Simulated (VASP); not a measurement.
# Bi3O (Pm-3n) in VASP: a series of runs

Runs on Bi3O. Level: PBE. Tasks: single point.

Program: VASP 6.6.1. These are calculated values, not measurements. Logs are shortened: lines on timing, memory, paths and dates and some standing lists are left out, and cuts for length are marked.

### 1 The cell of the first run

Symmetry: Pm-3n, No. 223, cubic system. The conventional cell has a = 5.856 Å, b = 5.856 Å, c = 5.856 Å, α = 90.00°, β = 90.00°, γ = 90.00°. Bi (site symmetry -4m2) has 10 Bi at 2.93 to 3.59 Å and 4 O at 3.27 Å within 3.9 Å. Within 4.3 Å of O (site symmetry m-3) lie 12 Bi at 3.27 Å.

The cell was built from a structure type or drawn by symmetry, and may not be a known phase.

### 2 Single point, PBE

INCAR

```
PREC = Accurate ; ENCUT = 520
EDIFF = 1E-7 ; ISMEAR = 0
SIGMA = 0.1 ; LREAL = F
LASPH = T ; NELM = 60
ALGO = Normal ; ISIF = 2
LWAVE = F ; LCHARG = F
GGA = PE ; NBANDS = 61
```

KPOINTS

```
Automatic mesh
0
Gamma
  4 4 4
```

POSCAR

```
Bi3O
1.0
    5.8555256400      0.0000000000      0.0000000000
    0.0000000000      5.8555256400      0.0000000000
    0.0000000000      0.0000000000      5.8555256400
Bi O
6 2
Direct
    0.2500000000      0.0000000000      0.5000000000
    0.5000000000      0.7500000000      0.0000000000
    0.7500000000      0.0000000000      0.5000000000
    0.5000000000      0.2500000000      0.0000000000
    0.0000000000      0.5000000000      0.7500000000
    0.0000000000      0.5000000000      0.2500000000
    0.0000000000      0.0000000000      0.0000000000
    0.5000000000      0.5000000000      0.5000000000
```

Potentials or basis: VASP PAW PBE potentials, release 64 (Bi_d, O).

The run is started by

```
$ cat potpaw_PBE.64/Bi_d/POTCAR potpaw_PBE.64/O/POTCAR > POTCAR
$ mpirun -np 1 vasp_std > vasp.out
```

OUTCAR:

```text
PREC = Accurate
   ENCUT = 520
   EDIFF = 1E-7
   ISMEAR = 0
   LREAL = F
   LASPH = T
   NELM = 60
   ISIF = 2
   GGA = PE

 ion  position               nearest neighbor table
   1  0.250  0.000  0.500-   3 2.93   3 2.93   4 3.59   5 3.59   6 3.59   2 3.59   4 3.59   5 3.59
                             6 3.59   2 3.59
   2  0.500  0.750  0.000-   4 2.93   4 2.93   1 3.59   5 3.59   6 3.59   1 3.59   3 3.59   3 3.59
                             5 3.59   6 3.59
   3  0.750  0.000  0.500-   1 2.93   1 2.93   4 3.59   5 3.59   6 3.59   2 3.59   4 3.59   5 3.59
                             6 3.59   2 3.59
   4  0.500  0.250  0.000-   2 2.93   2 2.93   3 3.59   5 3.59   6 3.59   1 3.59   3 3.59   1 3.59
                             5 3.59   6 3.59
   5  0.000  0.500  0.750-   6 2.93   6 2.93   3 3.59   4 3.59   1 3.59   2 3.59   1 3.59   3 3.59
                             2 3.59   4 3.59
   6  0.000  0.500  0.250-   5 2.93   5 2.93   3 3.59   4 3.59   1 3.59   2 3.59   1 3.59   3 3.59
                             2 3.59   4 3.59
   7  0.000  0.000  0.000-
   8  0.500  0.500  0.500-

  LATTYP: Found a simple cubic cell.
 ALAT       =     5.8555256400

  Lattice vectors:

 A1 = (   5.8555256400,   0.0000000000,   0.0000000000)
 A2 = (   0.0000000000,   5.8555256400,   0.0000000000)
 A3 = (   0.0000000000,   0.0000000000,   5.8555256400)

Analysis of symmetry for initial positions (statically):
=====================================================================
 Subroutine PRICEL returns:
 Original cell was already a primitive cell.

 Routine SETGRP: Setting up the symmetry group for a
 simple cubic supercell.

 Subroutine GETGRP returns: Found 48 space group operations
 (whereof 24 operations were pure point group operations)
 out of a pool of 48 trial point group operations.

The static configuration has the point symmetry T_h .
 The point group associated with its full space group is O_h .

Analysis of symmetry for dynamics (positions and initial velocities):
=====================================================================
 Subroutine PRICEL returns:
 Original cell was already a primitive cell.

 Routine SETGRP: Setting up the symmetry group for a
 simple cubic supercell.

 Subroutine GETGRP returns: Found 48 space group operations
 (whereof 24 operations were pure point group operations)
 out of a pool of 48 trial point group operations.

The dynamic configuration has the point symmetry T_h .
 The point group associated with its full space group is O_h .

 Subroutine INISYM returns: Found 48 space group operations
 (whereof 24 operations are pure point group operations),
 and found     1 'primitive' translations

----------------------------------------------------------------------------------------

                                     Primitive cell

  volume of cell :     200.7695

  direct lattice vectors                    reciprocal lattice vectors
     5.855525640  0.000000000  0.000000000     0.170778861  0.000000000  0.000000000
     0.000000000  5.855525640  0.000000000     0.000000000  0.170778861  0.000000000
     0.000000000  0.000000000  5.855525640     0.000000000  0.000000000  0.170778861

  length of vectors
     5.855525640  5.855525640  5.855525640     0.170778861  0.170778861  0.170778861

  position of ions in fractional coordinates (direct lattice)
     0.250000000  0.000000000  0.500000000
     0.500000000  0.750000000  0.000000000
     0.750000000  0.000000000  0.500000000
     0.500000000  0.250000000  0.000000000
     0.000000000  0.500000000  0.750000000
     0.000000000  0.500000000  0.250000000
     0.000000000  0.000000000  0.000000000
     0.500000000  0.500000000  0.500000000

  ion indices of the primitive-cell ions
   primitive index   ion index
                 1           1
                 2           2
                 3           3
                 4           4
                 5           5
                 6           6
                 7           7
                 8           8

----------------------------------------------------------------------------------------

 KPOINTS: Automatic mesh

Automatic generation of k-mesh.
 Grid dimensions read from file:
 generate k-points for:    4    4    4

 Generating k-lattice:

  Cartesian coordinates                     Fractional coordinates (reciprocal lattice)
     0.042694715  0.000000000  0.000000000     0.250000000  0.000000000  0.000000000
     0.000000000  0.042694715  0.000000000     0.000000000  0.250000000  0.000000000
     0.000000000  0.000000000  0.042694715     0.000000000  0.000000000  0.250000000

  Length of vectors
     0.042694715  0.042694715  0.042694715

  Shift w.r.t. Gamma in fractional coordinates (k-lattice)
     0.000000000  0.000000000  0.000000000

 Subroutine IBZKPT returns following result:
 ===========================================

 Found     10 irreducible k-points:

 Following reciprocal coordinates:
            Coordinates               Weight
  0.000000  0.000000  0.000000      1.000000
  0.250000  0.000000  0.000000      6.000000
  0.500000  0.000000  0.000000      3.000000
  0.250000  0.250000  0.000000     12.000000
  0.500000  0.250000  0.000000     12.000000
  0.500000  0.500000  0.000000      3.000000
  0.250000  0.250000  0.250000      8.000000
  0.500000  0.250000  0.250000     12.000000
  0.500000  0.500000  0.250000      6.000000
  0.500000  0.500000  0.500000      1.000000
   k-points           NKPTS =     10   k-points in BZ     NKDIM =     10   number of bands    NBANDS=     61
   number of dos      NEDOS =    301   number of ions     NIONS =      8
   total plane-waves  NPLWV = 110592
   dimension x,y,z NGX =    48 NGY =   48 NGZ =   48
   dimension x,y,z NGXF=    96 NGYF=   96 NGZF=   96
   ions per type =               6   2
   NGX,Y,Z   is equivalent  to a cutoff of  13.63, 13.63, 13.63 a.u.
   NGXF,Y,Z  is equivalent  to a cutoff of  27.26, 27.26, 27.26 a.u.
 SYSTEM =  unknown system
   PREC   = accura    normal or accurate (medium, high low for compatibility)
   ISTART =      0    job   : 0-new  1-cont  2-samecut
   ICHARG =      2    charge: 1-file 2-atom 10-const
   ISPIN  =      1    spin polarized calculation?
   LNONCOLLINEAR =      F non collinear calculations
   LSORBIT =      F    spin-orbit coupling
   LASPH  =      T    aspherical Exc in radial PAW
   ENCUT  =  520.0 eV  38.22 Ry    6.18 a.u.  10.89 10.89 10.89*2*pi/ulx,y,z
   NELM   =     60;   NELMIN=  2; NELMDL= -5     # of ELM steps
   EDIFF  = 0.1E-06   stopping-criterion for ELM
   LREAL  =      F    real-space projection
   EDIFFG = 0.1E-05   stopping-criterion for IOM
   NSW    =      0    number of steps for IOM
   IBRION =     -1    ionic relax: 0-MD 1-quasi-New 2-CG
   NFREE  =      0    steps in history (QN), initial steepest desc. (CG)
   ISIF   =      2    stress and relaxation
   ISYM   =      2    0-nonsym 1-usesym 2-fastsym
   POTIM  = 0.5000    time-step for ionic-motion
   TEBEG  =    0.0;   TEEND  =   0.0 temperature during run
   PSTRESS=    0.0 pullay stress
   NELECT =     102.0000    total number of electrons
   NUPDOWN=      -1.0000    fix difference up-down
   EMIN   =  10.00;   EMAX   =-10.00  energy-range for DOS
   EFERMI =   0.00;   METHOD = LEGACY
   ISMEAR =     0;   SIGMA  =   0.10  broadening in eV -4-tet -1-fermi 0-gaus
   EFERMI_NEDOS =   21; number of points for ismear=-14 and -15
   IALGO  =     38    algorithm
   IMIX   =      4    mixing-type and parameters
     AMIX     =   0.40;   BMIX     =  1.00
     AMIX_MAG =   1.60;   BMIX_MAG =  1.00
  volume/ion in A,a.u.               =      25.10       169.36
  Fermi-wavevector in a.u.,A,eV,Ry     =   1.306298  2.468546 23.217186  1.706415
  Thomas-Fermi vector in A             =   2.437110
   LORBIT       =      0    0 simple, 1 ext, 2 COOP (PROOUT), +10 PAW based schemes
   GGA     = PE    functional components
   LHFCALC =     F    Hartree Fock is set to
   AEXX    =    0.0000 exact exchange contribution
   IVDW    =     0    specifies the selected vdW correction
   LEPSILON=     F    determine dielectric tensor
   LRPA    =     F    only Hartree local field effects (RPA)
 non-spin polarized calculation
 Gauss-broadening in eV      SIGMA  =   0.10
  energy-cutoff  :      520.00
  volume of cell :      200.77
 maximum number of plane-waves:      5449
 NGX is ok and might be reduce to    48
   NGX = 21   NGY = 21   NGZ = 21

 number of electron     101.9999950 magnetization

 Free energy of the ion-electron system (eV)
  ---------------------------------------------------
  ext. energy  EPLUGINS =         0.00000000
  ---------------------------------------------------
  free energy    TOTEN  =       -29.43571031 eV

  energy without entropy =      -29.40247843  energy(sigma->0) =      -29.41909437

 E-fermi :   7.5178     XC(G=0): -10.3984

 val. band max:        7.4975123180   @ k =   0.5000   0.5000   0.2500
 cond. band min:       7.5588629945   @ k =   0.5000   0.5000   0.0000
 fundamental gap:      0.0613506765
 Fermi energy:         7.5177993938

 k-point     1 :       0.0000    0.0000    0.0000
  band No.  band energies     occupation
      1     -16.3028      2.00000
      2     -16.2892      2.00000
      3     -16.2892      2.00000
      4     -16.0417      2.00000
      5     -16.0417      2.00000
      6     -16.0417      2.00000
[... 53 lines left out ...]
     60      14.3492      0.00000
     61      14.3522      0.00000

 k-point     2 :       0.2500    0.0000    0.0000
  band No.  band energies     occupation
      1     -16.2972      2.00000
      2     -16.2905      2.00000
      3     -16.1873      2.00000
      4     -16.0335      2.00000
      5     -16.0244      2.00000
      6     -16.0244      2.00000
[... 501 lines left out ...]
     60       9.8339      0.00000
     61      10.1126      0.00000

 k-point    10 :       0.5000    0.5000    0.5000
  band No.  band energies     occupation
      1     -15.9401      2.00000
      2     -15.9401      2.00000
      3     -15.9401      2.00000
      4     -15.9401      2.00000
      5     -15.9401      2.00000
      6     -15.9401      2.00000
[... 53 lines left out ...]
     60       8.8492      0.00000
     61       8.8492      0.00000

------------------------ aborting loop because EDIFF is reached ----------------------------------------

  FORCE on cell =-STRESS in cart. coord.  units (eV):
  Direction    XX          YY          ZZ          XY          YZ          ZX
  --------------------------------------------------------------------------------------
  -------------------------------------------------------------------------------------
  Total        1.9106059      1.9106059      1.9106059      0.0000000      0.0000000     -0.0000000
  in kB       15.2469869     15.2469869     15.2469869      0.0000000      0.0000000     -0.0000000
  external PRESSURE =      15.2469869 kB  Pullay stress =       0.0000000 kB

 VOLUME and BASIS-vectors are now :
 -----------------------------------------------------------------------------
  energy-cutoff  :      520.00
  volume of cell :      200.77
      direct lattice vectors                 reciprocal lattice vectors
     5.855525640  0.000000000  0.000000000     0.170778861  0.000000000  0.000000000
     0.000000000  5.855525640  0.000000000     0.000000000  0.170778861  0.000000000
     0.000000000  0.000000000  5.855525640     0.000000000  0.000000000  0.170778861

 POSITION                                       TOTAL-FORCE (eV/Angst)
 -----------------------------------------------------------------------------------
      1.46388      0.00000      2.92776         0.000000      0.000000      0.000000
      2.92776      4.39164      0.00000        -0.000000      0.000000      0.000000
      4.39164      0.00000      2.92776        -0.000000     -0.000000     -0.000000
      2.92776      1.46388      0.00000         0.000000     -0.000000     -0.000000
      0.00000      2.92776      4.39164        -0.000000     -0.000000     -0.000000
      0.00000      2.92776      1.46388        -0.000000     -0.000000      0.000000
      0.00000      0.00000      0.00000         0.000000      0.000000      0.000000
      2.92776      2.92776      2.92776         0.000000      0.000000      0.000000
 -----------------------------------------------------------------------------------
    total drift:                                0.000000     -0.000000      0.000000

  FREE ENERGIE OF THE ION-ELECTRON SYSTEM (eV)
  ---------------------------------------------------
  free  energy   TOTEN  =       -29.4357103067 eV

  energy  without entropy=      -29.4024784279  energy(sigma->0) =      -29.41909437
```

Run time: 6.3 min. Hardware: 1 thread of AMD EPYC 7R13, shared host; peak memory 0.34 GiB.

Results:

* Free energy: -29.4357 eV
* Pressure: 1.5 GPa
* Band gap on the k mesh: zero (bands 51 and 52 overlap by 0.98 eV)

Caveat: spin-orbit coupling is left out, which moves the levels of the heavy elements.

### 3 Single point, PBE

This run uses another cell than the first one, of 25.81 Å³/atom.

INCAR

```
  ALGO = Normal
  EDIFF = 1E-6
  ENCUT = 520
  GGA = PE
  ISIF = 2
  ISMEAR = 0
  LASPH = T
  LCHARG = F
  LREAL = F
  LWAVE = F
  NBANDS = 61
  NELM = 80
  PREC = Accurate
  SIGMA = 0.1
```

KPOINTS

```
k-points
0
Gamma
  6 6 6
```

POSCAR, as its differences from that of step 2:

```diff
@@ -2,5 +2,5 @@
 1.0
-    5.8555256400      0.0000000000      0.0000000000
-    0.0000000000      5.8555256400      0.0000000000
-    0.0000000000      0.0000000000      5.8555256400
+    5.9104913130      0.0000000000      0.0000000000
+    0.0000000000      5.9104913130      0.0000000000
+    0.0000000000      0.0000000000      5.9104913130
 Bi O
```

Potentials or basis: VASP PAW PBE potentials, release 64 (Bi_d, O).

The run is started by

```
$ cat potpaw_PBE.64/Bi_d/POTCAR potpaw_PBE.64/O/POTCAR > POTCAR
$ mpirun -np 1 vasp_std > vasp.out
```

Wall time 11 min (1 thread of AMD EPYC 7R13, shared host); peak memory 0.41 GiB.

The run converged. Its results:

```
Free energy            : -29.6085 eV
Pressure               : -0.1 GPa
Band gap on the k mesh : zero (bands 51 and 52 overlap by 0.92 eV)
```

Levels at points of the mesh, in eV from the Fermi level:
```
           k point  band 47  band 48  band 49  band 50  band 51  band 52  band 53  band 54  band 55  band 56
(0.00, 0.00, 0.00)    -2.12    -0.79    -0.79    -0.79    -0.65    -0.65    -0.65     1.86     1.86     1.86
(0.50, 0.00, 0.00)    -1.25    -1.25    -0.49    -0.49     0.22     0.22     0.83     0.83     0.91     0.91
(0.50, 0.50, 0.00)    -1.25    -1.20    -0.71    -0.71    -0.06     0.07     0.32     0.32     1.27     1.39
(0.50, 0.50, 0.50)    -0.30    -0.30    -0.30    -0.30    -0.30    -0.30     1.09     1.09     1.09     1.09
```

Caveat: spin-orbit coupling is left out, which moves the levels of the heavy elements.
